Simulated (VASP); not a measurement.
# Si (a cell with a defect) in VASP: single point with PBE

Aim: the single point of Si (a cell with a defect) with PBE.

Everything below comes from runs of VASP 6.6.1. Logs are shortened: lines on timing, memory, paths and dates and some standing lists are left out, and cuts for length are marked.

### Step 1. The cell of the first run

The cell holds a defect, 63 atoms: a = 10.860 Å, b = 10.860 Å, c = 10.860 Å, α = 90.00°, β = 90.00°, γ = 90.00°.

### Step 2. Single point, PBE

Contents of INCAR:

```
SYSTEM = Si
  PREC = Accurate
  ENCUT = 520
  EDIFF = 1E-7
  ISMEAR = 0
  SIGMA = 0.05
  LREAL = Auto
  LASPH = .TRUE.
  NELM = 80
  ALGO = Normal
  ISIF = 2
  LWAVE = .FALSE.
  LCHARG = .FALSE.
  GGA = PE
  NELECT = 250.0
  NBANDS = 163
```

Contents of KPOINTS:

```
Automatic mesh
0
G
  1 1 1
  0 0 0
```

Contents of POSCAR:

```
Si
1.0
   10.8600000000      0.0000000000      0.0000000000
    0.0000000000     10.8600000000      0.0000000000
    0.0000000000      0.0000000000     10.8600000000
Si
63
Direct
    0.4993997238     -0.0019260589      0.0001766114
    0.6244755985      0.1256522099      0.1254397790
    0.7500891344      0.2500810313     -0.0001024862
    0.8745691529      0.3756146409      0.1254521179
    0.7484809392      0.0145886740      0.2645354512
    0.8118718232      0.1879784530      0.4368673112
   -0.0016827808      0.0019023941      0.0033909761
    0.1165250460      0.1276600368      0.1336978821
    0.2481584715      0.2501196133      0.0019097606
    0.3751149171      0.3773166667      0.1244272560
    0.5012014733      0.4990230203     -0.0029070902
    0.6229913444      0.6250838858      0.1244075506
    0.7501651934      0.7522481584      0.0020776243
    0.8725267035      0.8839694291      0.1339129834
    0.2470331492      0.0018170350      0.2516045120
    0.3748226519      0.1254011050      0.3750895948
    0.5004024862      0.2497622468      0.2494381215
    0.6396095764      0.3606592081      0.3734641805
    0.7505213628      0.4997836096      0.2494248619
    0.8748086556      0.6254511050      0.3750591160
    0.5004246777     -0.0000430018      0.4995953039
    0.6388323204      0.1238992634      0.6113767956
    0.8762569982      0.3618007366      0.6117357274
    0.7506638122     -0.0001026703      0.7494774401
    0.8748933702      0.1252855433      0.8753926335
    0.0021701657      0.5008052486      0.0002253223
    0.1237123389      0.6282170350      0.1263420810
    0.2499691529      0.7502189687     -0.0000316759
    0.3720316759      0.8764550645      0.1262825046
   -0.0140391344      0.2516410681      0.2642514733
    0.1244539595      0.3756732044      0.3756933702
    0.2497319521      0.5008743094      0.2481826888
    0.3771197053      0.6231057090      0.3752492634
    0.4993522099      0.7504209024      0.2481189687
    0.6244350829      0.8757178637      0.3756395028
   -0.0131313076      0.0133937385      0.5012704420
    0.1244525783      0.1258399632      0.6251896869
    0.2503228361      0.2501958564      0.4999006446
    0.3782889503      0.3735707182      0.6233753223
    0.5089586556      0.4913094843      0.4975524862
    0.6266144567      0.6220356354      0.6233984346
    0.7500077348      0.7499449355      0.4998691529
    0.8744380295      0.8757268877      0.6251771639
    0.2496465930     -0.0017078269      0.7506987109
    0.3766686004      0.1252655617      0.8734074586
    0.5083749540      0.2478325046      0.7418561694
    0.6265541436      0.3736566298      0.8721400552
    0.7523534070      0.4921412523      0.7421021179
    0.8750243094      0.6237413444      0.8735938306
   -0.0016232044      0.7532972376      0.2516274401
    0.1171593923      0.8831170350      0.3773779006
    0.0001699816      0.4997639963      0.4995447514
    0.1256087477      0.6249358195      0.6271431860
    0.2486383978      0.7515992634      0.5001137201
    0.3752323204      0.8746396869      0.6272007366
    0.0002116943      0.2495703499      0.7494767035
    0.1256537753      0.3770927256      0.8746949355
    0.2530662983      0.4988129834      0.7486490792
    0.3749333333      0.6252617864      0.8749989871
    0.5013546961      0.7471932781      0.7487018416
    0.6231541436      0.8745710866      0.8747237569
    0.0020193370      0.7505517495      0.7506818600
    0.1235682320      0.8766609576      0.8781353591
```

Potentials or basis: VASP PAW PBE potentials, release 64 (Si).

The run is started by

```console
$ cat potpaw_PBE.64/Si/POTCAR > POTCAR
$ mpirun -np 1 vasp_gam > vasp.out
```

OUTCAR:

```text
SYSTEM = Si
   PREC = Accurate
   ENCUT = 520
   EDIFF = 1E-7
   ISMEAR = 0
   LREAL = Auto
   LASPH = .TRUE.
   NELM = 80
   ISIF = 2
   GGA = PE
   NELECT = 250.0

 ion  position               nearest neighbor table
   1  0.499  0.998  0.000-  61 2.34  29 2.35  45 2.36   2 2.37
   2  0.624  0.126  0.125-  17 2.33   3 2.35   5 2.36   1 2.37
   3  0.750  0.250  1.000-  25 2.35  47 2.35   4 2.35   2 2.35
   4  0.875  0.376  0.125-  19 2.33   3 2.35  30 2.36  26 2.37
   5  0.748  0.015  0.265-  35 2.35   2 2.36  14 2.42   6 2.74
   6  0.812  0.188  0.437-  18 2.74   5 2.74  30 2.75  22 2.76  23 2.77  36 2.77
   7  0.998  0.002  0.003-  14 2.35   8 2.35  25 2.35  63 2.36
   8  0.117  0.128  0.134-   7 2.35  15 2.35  30 2.42   9 2.42
   9  0.248  0.250  0.002-  10 2.36  57 2.36  45 2.39   8 2.42
  10  0.375  0.377  0.124-  32 2.34  11 2.35   9 2.36  17 2.37
  11  0.501  0.499  0.997-  59 2.35  10 2.35  12 2.35  47 2.36
  12  0.623  0.625  0.124-  34 2.34  11 2.35  13 2.36  19 2.37
[... 49 lines left out ...]
  62  0.002  0.751  0.751-  53 2.34  63 2.35  49 2.36  43 2.37
  63  0.124  0.877  0.878-  28 2.35  62 2.35  44 2.35   7 2.36

  LATTYP: Found a simple cubic cell.
 ALAT       =    10.8600000000

  Lattice vectors:

 A1 = (  10.8600000000,   0.0000000000,   0.0000000000)
 A2 = (   0.0000000000,  10.8600000000,   0.0000000000)
 A3 = (   0.0000000000,   0.0000000000,  10.8600000000)

Analysis of symmetry for initial positions (statically):
=====================================================================
 Subroutine PRICEL returns:
 Original cell was already a primitive cell.

 Routine SETGRP: Setting up the symmetry group for a
 simple cubic supercell.

 Subroutine GETGRP returns: Found  1 space group operations
 (whereof  1 operations were pure point group operations)
 out of a pool of 48 trial point group operations.

The static configuration has the point symmetry C_1 .

Analysis of symmetry for dynamics (positions and initial velocities):
=====================================================================
 Subroutine PRICEL returns:
 Original cell was already a primitive cell.

 Routine SETGRP: Setting up the symmetry group for a
 simple cubic supercell.

 Subroutine GETGRP returns: Found  1 space group operations
 (whereof  1 operations were pure point group operations)
 out of a pool of 48 trial point group operations.

The dynamic configuration has the point symmetry C_1 .

 Subroutine INISYM returns: Found  1 space group operations
 (whereof  1 operations are pure point group operations),
 and found     1 'primitive' translations

----------------------------------------------------------------------------------------

                                     Primitive cell

  volume of cell :    1280.8241

  direct lattice vectors                    reciprocal lattice vectors
    10.860000000  0.000000000  0.000000000     0.092081031  0.000000000  0.000000000
     0.000000000 10.860000000  0.000000000     0.000000000  0.092081031  0.000000000
     0.000000000  0.000000000 10.860000000     0.000000000  0.000000000  0.092081031

  length of vectors
    10.860000000 10.860000000 10.860000000     0.092081031  0.092081031  0.092081031

  position of ions in fractional coordinates (direct lattice)
     0.499399724  0.998073941  0.000176611
     0.624475598  0.125652210  0.125439779
     0.750089134  0.250081031  0.999897514
     0.874569153  0.375614641  0.125452118
     0.748480939  0.014588674  0.264535451
     0.811871823  0.187978453  0.436867311
[... 55 lines left out ...]
     0.002019337  0.750551749  0.750681860
     0.123568232  0.876660958  0.878135359

  ion indices of the primitive-cell ions
   primitive index   ion index
                 1           1
                 2           2
                 3           3
                 4           4
                 5           5
                 6           6
[... 55 lines left out ...]
                62          62
                63          63

----------------------------------------------------------------------------------------

 KPOINTS: Automatic mesh

Automatic generation of k-mesh.
 Grid dimensions read from file:
 generate k-points for:    1    1    1

 Generating k-lattice:

  Cartesian coordinates                     Fractional coordinates (reciprocal lattice)
     0.092081031  0.000000000  0.000000000     1.000000000  0.000000000  0.000000000
     0.000000000  0.092081031  0.000000000     0.000000000  1.000000000  0.000000000
     0.000000000  0.000000000  0.092081031     0.000000000  0.000000000  1.000000000

  Length of vectors
     0.092081031  0.092081031  0.092081031

  Shift w.r.t. Gamma in fractional coordinates (k-lattice)
     0.000000000  0.000000000  0.000000000

 Subroutine IBZKPT returns following result:
 ===========================================

 Found      1 irreducible k-points:

 Following reciprocal coordinates:
            Coordinates               Weight
  0.000000  0.000000  0.000000      1.000000
   k-points           NKPTS =      1   k-points in BZ     NKDIM =      1   number of bands    NBANDS=    163
   number of dos      NEDOS =    301   number of ions     NIONS =     63
   total plane-waves  NPLWV = 592704
   dimension x,y,z NGX =    84 NGY =   84 NGZ =   84
   dimension x,y,z NGXF=   168 NGYF=  168 NGZF=  168
   ions per type =              63
   NGX,Y,Z   is equivalent  to a cutoff of  12.86, 12.86, 12.86 a.u.
   NGXF,Y,Z  is equivalent  to a cutoff of  25.72, 25.72, 25.72 a.u.
 SYSTEM =  Si
   PREC   = accura    normal or accurate (medium, high low for compatibility)
   ISTART =      0    job   : 0-new  1-cont  2-samecut
   ICHARG =      2    charge: 1-file 2-atom 10-const
   ISPIN  =      1    spin polarized calculation?
   LNONCOLLINEAR =      F non collinear calculations
   LSORBIT =      F    spin-orbit coupling
   LASPH  =      T    aspherical Exc in radial PAW
   ENCUT  =  520.0 eV  38.22 Ry    6.18 a.u.  20.19 20.19 20.19*2*pi/ulx,y,z
   NELM   =     80;   NELMIN=  2; NELMDL= -5     # of ELM steps
   EDIFF  = 0.1E-06   stopping-criterion for ELM
   LREAL  =      T    real-space projection
   EDIFFG = 0.1E-05   stopping-criterion for IOM
   NSW    =      0    number of steps for IOM
   IBRION =     -1    ionic relax: 0-MD 1-quasi-New 2-CG
   NFREE  =      0    steps in history (QN), initial steepest desc. (CG)
   ISIF   =      2    stress and relaxation
   ISYM   =      2    0-nonsym 1-usesym 2-fastsym
   POTIM  = 0.5000    time-step for ionic-motion
   TEBEG  =    0.0;   TEEND  =   0.0 temperature during run
   PSTRESS=    0.0 pullay stress
   NELECT =     250.0000    total number of electrons
   NUPDOWN=      -1.0000    fix difference up-down
   EMIN   =  10.00;   EMAX   =-10.00  energy-range for DOS
   EFERMI =   0.00;   METHOD = LEGACY
   ISMEAR =     0;   SIGMA  =   0.05  broadening in eV -4-tet -1-fermi 0-gaus
   EFERMI_NEDOS =   21; number of points for ismear=-14 and -15
   IALGO  =     38    algorithm
   IMIX   =      4    mixing-type and parameters
     AMIX     =   0.40;   BMIX     =  1.00
     AMIX_MAG =   1.60;   BMIX_MAG =  1.00
  volume/ion in A,a.u.               =      20.33       137.20
  Fermi-wavevector in a.u.,A,eV,Ry     =   0.949639  1.794557 12.269916  0.901813
  Thomas-Fermi vector in A             =   2.077940
   LORBIT       =      0    0 simple, 1 ext, 2 COOP (PROOUT), +10 PAW based schemes
   GGA     = PE    functional components
   LHFCALC =     F    Hartree Fock is set to
   AEXX    =    0.0000 exact exchange contribution
   IVDW    =     0    specifies the selected vdW correction
   LEPSILON=     F    determine dielectric tensor
   LRPA    =     F    only Hartree local field effects (RPA)
 non-spin polarized calculation
 Gauss-broadening in eV      SIGMA  =   0.05
  energy-cutoff  :      520.00
  volume of cell :     1280.82
 maximum number of plane-waves:     17229
 NGX is ok and might be reduce to    84
   NGX = 41   NGY = 41   NGZ = 41

 number of electron     249.9999994 magnetization

 Free energy of the ion-electron system (eV)
  ---------------------------------------------------
  ext. energy  EPLUGINS =         0.00000000
  ---------------------------------------------------
  free energy    TOTEN  =      -344.00367651 eV

  energy without entropy =     -344.00367651  energy(sigma->0) =     -344.00367651

 E-fermi :   5.7307     XC(G=0):  -9.3182

 val. band max:        5.4635519644   @ k =   0.0000   0.0000   0.0000
 cond. band min:       6.1441912689   @ k =   0.0000   0.0000   0.0000
 fundamental gap:      0.6806393046
 Fermi energy:         5.7306790146

 k-point     1 :       0.0000    0.0000    0.0000
  band No.  band energies     occupation
      1      -6.1487      2.00000
      2      -5.1112      2.00000
      3      -5.1112      2.00000
      4      -5.0695      2.00000
      5      -5.0694      2.00000
      6      -5.0426      2.00000
[... 129 lines left out ...]
    136       6.8894      0.00000
    137       6.9193      0.00000
 [bands above 137 left out]

------------------------ aborting loop because EDIFF is reached ----------------------------------------

  FORCE on cell =-STRESS in cart. coord.  units (eV):
  Direction    XX          YY          ZZ          XY          YZ          ZX
  --------------------------------------------------------------------------------------
  -------------------------------------------------------------------------------------
  Total      -12.0572223    -12.0647222    -12.0641733      2.5665779     -2.5768438      2.5841379
  in kB      -15.0823278    -15.0917093    -15.0910227      3.2105213     -3.2233629      3.2324870
  external PRESSURE =     -15.0883533 kB  Pullay stress =       0.0000000 kB

 VOLUME and BASIS-vectors are now :
 -----------------------------------------------------------------------------
  energy-cutoff  :      520.00
  volume of cell :     1280.82
      direct lattice vectors                 reciprocal lattice vectors
    10.860000000  0.000000000  0.000000000     0.092081031  0.000000000  0.000000000
     0.000000000 10.860000000  0.000000000     0.000000000  0.092081031  0.000000000
     0.000000000  0.000000000 10.860000000     0.000000000  0.000000000  0.092081031

 POSITION                                       TOTAL-FORCE (eV/Angst)
 -----------------------------------------------------------------------------------
      5.42348     10.83908      0.00192         0.003357      0.002702      0.000942
      6.78180      1.36458      1.36228        -0.000078      0.010882      0.005133
      8.14597      2.71588     10.85889         0.003295      0.004003     -0.007593
      9.49782      4.07918      1.36241        -0.009418      0.002003      0.001674
      8.12850      0.15843      2.87286         0.000934     -0.012412     -0.015450
      8.81693      2.04145      4.74438         0.004260     -0.001354      0.006923
[... 55 lines left out ...]
      0.02193      8.15099      8.15240        -0.005356      0.003748     -0.006136
      1.34195      9.52054      9.53655         0.000673     -0.000840     -0.002466
 -----------------------------------------------------------------------------------
    total drift:                                0.019129      0.004197     -0.018415

  FREE ENERGIE OF THE ION-ELECTRON SYSTEM (eV)
  ---------------------------------------------------
  free  energy   TOTEN  =      -344.0036765120 eV

  energy  without entropy=     -344.0036765120  energy(sigma->0) =     -344.00367651
```

Wall time 3.8 min (1 thread of AMD EPYC 9R45 (Zen 5), shared host); peak memory 0.96 GiB.

Results:

- Free energy: -344.0037 eV
- Largest force: 0.030 eV/Å

Forces in eV/Å, atoms in the order of the input:
```
Si   0.003  0.003  0.001
Si   0.000  0.011  0.005
Si   0.003  0.004 -0.008
Si  -0.009  0.002  0.002
Si   0.001 -0.012 -0.015
Si   0.004 -0.001  0.007
Si  -0.001  0.002  0.004
Si   0.002 -0.004  0.000
Si  -0.001 -0.002 -0.001
Si   0.001  0.001  0.003
Si   0.003 -0.003  0.003
Si  -0.002 -0.001  0.004
Si   0.002  0.001  0.000
Si   0.003 -0.002 -0.001
Si  -0.006 -0.001  0.003
Si  -0.002 -0.004 -0.001
Si   0.006 -0.012  0.001
Si  -0.022  0.021  0.004
Si   0.012 -0.005  0.001
Si   0.001 -0.001 -0.001
Si  -0.001 -0.007 -0.008
Si  -0.002  0.001 -0.003
Si  -0.001 -0.008 -0.012
Si   0.009 -0.008  0.005
Si   0.001 -0.003 -0.002
Si  -0.003 -0.004  0.002
Si  -0.001 -0.004  0.002
Si  -0.005  0.009  0.001
Si   0.003  0.000  0.002
Si   0.006 -0.001 -0.009
Si   0.000  0.006  0.011
Si  -0.002 -0.004  0.001
Si   0.000 -0.001  0.001
Si   0.002  0.002  0.000
Si  -0.002  0.003  0.013
Si  -0.014  0.012 -0.002
Si   0.009  0.006  0.014
Si   0.006  0.003 -0.001
Si   0.001 -0.001  0.002
Si  -0.006  0.006  0.001
Si   0.002 -0.001  0.003
Si   0.000 -0.005 -0.007
Si  -0.005 -0.009  0.013
Si  -0.003  0.005 -0.006
Si   0.001  0.002 -0.003
Si  -0.002  0.002  0.003
Si   0.000  0.001  0.000
Si  -0.004  0.002  0.002
Si  -0.003 -0.003 -0.003
Si   0.002  0.004  0.004
Si   0.001  0.000 -0.008
Si   0.011  0.006 -0.007
Si  -0.007 -0.003 -0.003
Si  -0.001  0.000 -0.003
Si   0.002  0.005 -0.003
Si   0.012 -0.007  0.007
Si  -0.006 -0.001 -0.003
Si   0.000 -0.002 -0.001
Si   0.002 -0.005 -0.003
Si   0.003  0.000 -0.001
Si  -0.001  0.004 -0.002
Si  -0.005  0.004 -0.006
Si   0.001 -0.001 -0.002
```

Caveat: the k points lie up to 0.58 Å⁻¹ apart; the cell carries a net charge on a neutralising background, which shifts energy and pressure; the cell is charged against a uniform background, so pressure and absolute levels hang on convention.
